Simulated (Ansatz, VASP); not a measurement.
# SiC in VASP and in Ansatz

Contents of INCAR:

```
PREC     = Accurate       # precision mode
ENCUT    = 520            # plane-wave cutoff, eV
EDIFF    = 1E-7           # SCF threshold, eV
ISMEAR   = -1             # smearing method
SIGMA    = 0.02           # smearing width, eV
LREAL    = F              # projectors in reciprocal space
LASPH    = T              # aspherical terms in the spheres
NELM     = 60             # most SCF steps
ALGO     = Normal         # electronic algorithm
ISIF     = 2              # what is computed and relaxed
LWAVE    = F              # write WAVECAR
LCHARG   = T              # write CHGCAR
GGA      = PE             # functional
LELF     = T              # ELF
LVHAR    = T            
NBANDS   = 36             # bands
```

Contents of KPOINTS:

```
regular mesh
0
Gamma
  12 12 2
```

File POSCAR:

```
SiC
1.0
    3.0783105055      0.0000000000      0.0000000000
   -1.5391552527      2.6658950985      0.0000000000
    0.0000000000      0.0000000000     15.1082189049
Si C
6 6
Direct
    0.3333333333      0.6666666667      0.8329803525
    0.6666666667      0.3333333333      0.3329803525
    0.6666666667      0.3333333333      0.6664987296
    0.3333333333      0.6666666667      0.1664987296
    0.0000000000      0.0000000000      0.4997152403
    0.0000000000      0.0000000000      0.9997152403
    0.0000000000      0.0000000000      0.8743698196
    0.0000000000      0.0000000000      0.3743698196
    0.3333333333      0.6666666667      0.7080026913
    0.6666666667      0.3333333333      0.2080026913
    0.6666666667      0.3333333333      0.5415341665
    0.3333333333      0.6666666667      0.0415341665
```

Input for Ansatz:

```yaml
crystal:
  lattice:
    - [3.0783105055, 0.0, 0.0]
    - [-1.5391552527, 2.6658950985, 0.0]
    - [0.0, 0.0, 15.1082189049]
  atoms:
    - { symbol: Si, position: [0.3333333333, 0.6666666667, 0.8329803525] }
    - { symbol: Si, position: [0.6666666667, 0.3333333333, 0.3329803525] }
    - { symbol: Si, position: [0.6666666667, 0.3333333333, 0.6664987296] }
    - { symbol: Si, position: [0.3333333333, 0.6666666667, 0.1664987296] }
    - { symbol: Si, position: [0.0, 0.0, 0.4997152403] }
    - { symbol: Si, position: [0.0, 0.0, 0.9997152403] }
    - { symbol: C, position: [0.0, 0.0, 0.8743698196] }
    - { symbol: C, position: [0.0, 0.0, 0.3743698196] }
    - { symbol: C, position: [0.3333333333, 0.6666666667, 0.7080026913] }
    - { symbol: C, position: [0.6666666667, 0.3333333333, 0.2080026913] }
    - { symbol: C, position: [0.6666666667, 0.3333333333, 0.5415341665] }
    - { symbol: C, position: [0.3333333333, 0.6666666667, 0.0415341665] }
kpoints:
  mp_grid: { grid: [12, 12, 2] }
  band_path:
    path:
      - [[0.0, 0.0, 0.0], [0.5, 7.861596022379e-17, 5.144371627183e-35], [0.3333333333333, 0.3333333333333, -3.577713891349e-34], [0.0, 0.0, 0.0], [-1.561406848998e-52, 2.994871165712e-51, 0.5], [0.5, 7.861596022379e-17, 0.5], [0.3333333333333, 0.3333333333333, 0.5], [-1.561406848998e-52, 2.994871165712e-51, 0.5]]
      - [[0.5, 7.861596022379e-17, 0.5], [0.5, 7.861596022379e-17, 5.144371627183e-35]]
      - [[0.3333333333333, 0.3333333333333, 0.5], [0.3333333333333, 0.3333333333333, -3.577713891349e-34]]
    npoints: 10
hamiltonian:
  xc: pbe
scf:
  occupations: { method: fermi_dirac, width: 0.02 }
  n_extra_bands: 7
output:
  forces: true
  stress: true
  eigenvalues: true
```

Alike in both runs: task single point; functional PBE; k mesh 12 × 12 × 2; occupations fermi-dirac, width 0.02 eV; no spin polarisation.

```csv
,VASP,Ansatz
version,VASP 6.6.1,Ansatz 0.2.0
potentials or method,"VASP PAW PBE potentials, release 64 (Si, C)","plane waves, PAW"
plane-wave cutoff (eV),520,420
valence electrons in the cell,48,48
```

```csv
,VASP,Ansatz,Ansatz less VASP
gap on the k mesh at the Fermi level (eV),2.02,2.03,+0.002
pressure (GPa),3.5,3.5,+0.06
"traceless stress, the component that is largest in VASP (GPa)",-0.09,-0.09,-0.003
```
